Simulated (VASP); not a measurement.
Write the native input for VASP 6.6.1 that does the following.

- Task: single point
- Functional: PBE
- Potentials or basis: VASP PAW PBE potentials, release 64 (K_sv, Na_pv, H, Cl)
- Cutoff: 520 eV
- k mesh: 6 × 6 × 4
- Occupations: gaussian, width 0.01 eV
- Spin: no spin polarisation
- Dipole correction: no
- Further INCAR settings: ALGO = Normal; EDIFF = 1e-07; NBANDS = 34

The structure of KNaHCl lies in POSCAR:

```
KNaHCl
1.0
    4.4781780344      0.0000000000      0.0000000000
    0.0000000000      4.4781780344      0.0000000000
    0.0000000000      0.0000000000      9.7940849330
K Na H Cl
2 2 2 2
Direct
    0.0000000000      0.5000000000      0.3293915521
    0.5000000000      0.0000000000      0.6706084479
    0.0000000000      0.5000000000      0.9399993957
    0.5000000000      0.0000000000      0.0600006043
    0.0000000000      0.0000000000      0.0000000000
    0.5000000000      0.5000000000      0.0000000000
    0.0000000000      0.5000000000      0.6540585603
    0.5000000000      0.0000000000      0.3459414397
```

One way to write it, as run:

INCAR

```
PREC     = Accurate       # precision mode
ENCUT    = 520            # plane-wave cutoff, eV
EDIFF    = 1E-7           # SCF threshold, eV
ISMEAR   = 0              # smearing method
SIGMA    = 0.01           # smearing width, eV
LREAL    = False          # projectors in reciprocal space
LASPH    = True           # aspherical terms in the spheres
NELM     = 60             # most SCF steps
ALGO     = Normal         # electronic algorithm
ISIF     = 2              # what is computed and relaxed
LWAVE    = False          # write WAVECAR
LCHARG   = False          # write CHGCAR
GGA      = PE             # functional
NBANDS   = 34             # bands
```

KPOINTS

```
Automatic mesh
0
Gamma
  6 6 4
```

Potentials or basis: VASP PAW PBE potentials, release 64 (K_sv, Na_pv, H, Cl).

Command:

```sh
$ cat potpaw_PBE.64/K_sv/POTCAR potpaw_PBE.64/Na_pv/POTCAR potpaw_PBE.64/H/POTCAR potpaw_PBE.64/Cl/POTCAR > POTCAR
$ mpirun -np 1 vasp_std > vasp.out
```

It gave:

The pressure is 0.0 GPa, the largest force is 0.004 eV/Å and the band gap on the k mesh is 2.03 eV.

Run time: 2.4 min on 1 thread of AMD EPYC 9R45 96-Core Processor (Zen 5), with other jobs on the host, peak memory 0.39 GiB.
